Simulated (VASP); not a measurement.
Input of a VASP 6.6.1 run:

Contents of INCAR:

```
SYSTEM = Ti3H
ALGO = Normal
DIPOL = 0.5 0.5 0.360
EDIFF = 1E-6
ENCUT = 400
GGA = PE
GGA_COMPAT = .FALSE.
IDIPOL = 3
ISIF = 2
ISMEAR = 1
ISYM = -1
LASPH = .TRUE.
LCHARG = .FALSE.
LDIPOL = .TRUE.
LREAL = .FALSE.
LWAVE = .FALSE.
NBANDS = 26
NELM = 120
NELMDL = -8
PREC = Accurate
SIGMA = 0.1
```

KPOINTS

```
explicit points
61
Reciprocal
  0.04545455   0.04545455   0.00000000 2
  0.04545455   0.13636364   0.00000000 2
  0.04545455   0.22727273   0.00000000 2
  0.04545455   0.31818182   0.00000000 2
  0.04545455   0.40909091   0.00000000 2
  0.04545455   0.50000000   0.00000000 2
  0.04545455   0.59090909   0.00000000 2
  0.04545455   0.68181818   0.00000000 2
  0.04545455   0.77272727   0.00000000 2
  0.04545455   0.86363636   0.00000000 2
  0.04545455   0.95454545   0.00000000 2
  0.13636364   0.04545455   0.00000000 2
  0.13636364   0.13636364   0.00000000 2
  0.13636364   0.22727273   0.00000000 2
  0.13636364   0.31818182   0.00000000 2
  0.13636364   0.40909091   0.00000000 2
  0.13636364   0.50000000   0.00000000 2
  0.13636364   0.59090909   0.00000000 2
  0.13636364   0.68181818   0.00000000 2
  0.13636364   0.77272727   0.00000000 2
  0.13636364   0.86363636   0.00000000 2
  0.13636364   0.95454545   0.00000000 2
  0.22727273   0.04545455   0.00000000 2
  0.22727273   0.13636364   0.00000000 2
  0.22727273   0.22727273   0.00000000 2
  0.22727273   0.31818182   0.00000000 2
  0.22727273   0.40909091   0.00000000 2
  0.22727273   0.50000000   0.00000000 2
  0.22727273   0.59090909   0.00000000 2
  0.22727273   0.68181818   0.00000000 2
  0.22727273   0.77272727   0.00000000 2
  0.22727273   0.86363636   0.00000000 2
  0.22727273   0.95454545   0.00000000 2
  0.31818182   0.04545455   0.00000000 2
  0.31818182   0.13636364   0.00000000 2
  0.31818182   0.22727273   0.00000000 2
  0.31818182   0.31818182   0.00000000 2
  0.31818182   0.40909091   0.00000000 2
  0.31818182   0.50000000   0.00000000 2
  0.31818182   0.59090909   0.00000000 2
  0.31818182   0.68181818   0.00000000 2
  0.31818182   0.77272727   0.00000000 2
  0.31818182   0.86363636   0.00000000 2
  0.31818182   0.95454545   0.00000000 2
  0.40909091   0.04545455   0.00000000 2
  0.40909091   0.13636364   0.00000000 2
  0.40909091   0.22727273   0.00000000 2
  0.40909091   0.31818182   0.00000000 2
  0.40909091   0.40909091   0.00000000 2
  0.40909091   0.50000000   0.00000000 2
  0.40909091   0.59090909   0.00000000 2
  0.40909091   0.68181818   0.00000000 2
  0.40909091   0.77272727   0.00000000 2
  0.40909091   0.86363636   0.00000000 2
  0.40909091   0.95454545   0.00000000 2
  0.50000000   0.04545455   0.00000000 2
  0.50000000   0.13636364   0.00000000 2
  0.50000000   0.22727273   0.00000000 2
  0.50000000   0.31818182   0.00000000 2
  0.50000000   0.40909091   0.00000000 2
  0.50000000   0.50000000   0.00000000 1
```

File POSCAR:

```
Ti3H
1.0
    2.9075446931      0.0000000000      0.0000000000
   -1.4537723466      2.5180075669      0.0000000000
    0.0000000000      0.0000000000     19.9935258482
Ti H
3 1
Direct
    0.6666666667      0.3333333334      0.2000647625
    0.3333333333      0.6666666667      0.3124429306
    0.0000000000      0.0000000000      0.4248138079
    0.3333333333      0.1666666666      0.5011052856
```

Potentials or basis: VASP PAW PBE potentials, release 64 (Ti_sv, H).

Command:

```sh
$ cat potpaw_PBE.64/Ti_sv/POTCAR potpaw_PBE.64/H/POTCAR > POTCAR
$ mpirun -np 1 vasp_std > vasp.out
```

Problem. Estimate the band gap on the k mesh.

Solution. Zero (an odd number of electrons rules out a gap without spin polarisation).

Problem. What does it give for the largest force?

Solution. 1.417 eV/Å.

Forces on the atoms (eV/Å):
```
Ti   0.004 -0.002  0.091
Ti   0.021  0.019 -0.422
Ti  -1.190 -0.689  0.344
H    1.165  0.671 -0.012
```
